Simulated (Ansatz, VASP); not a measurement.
# In6O in VASP and in Ansatz

```
In O
1.0
    -4.10341    4.10341    4.10341
     4.10341   -4.10341    4.10341
     4.10341    4.10341   -4.10341
In O
6 1
Direct
  0.50000 0.75000 0.25000
  0.50000 0.25000 0.75000
  0.25000 0.50000 0.75000
  0.75000 0.50000 0.25000
  0.75000 0.25000 0.50000
  0.25000 0.75000 0.50000
  0.00000 0.00000 0.00000
```

Alike in both runs: functional PBE; k mesh 4 × 4 × 4; occupations gaussian, width 0.2 eV; no spin polarisation.

Ansatz relaxed the structure, and its values are those at the end. VASP's run is a single point on that final structure, the one shown.

|  | VASP | Ansatz |
| --- | --- | --- |
| version | VASP 6.6.1 | Ansatz 0.2.0 |
| potentials or method | VASP PAW PBE potentials, release 64 (In_d, O), cutoff 600 eV | scalar-relativistic, plane waves, PAW |
| valence electrons in the cell | 84 | 84 |

|  | VASP | Ansatz | Ansatz less VASP |
| --- | --- | --- | --- |
| gap on the k mesh at the Fermi level (eV) | none | none | - |
| pressure (GPa) | 0.4 | 0.4 | +0.02 |

A gap of «none» marks a metal or a gap that the smearing closes. The functional is the same, so the differences come from potentials, cutoffs and numerics.
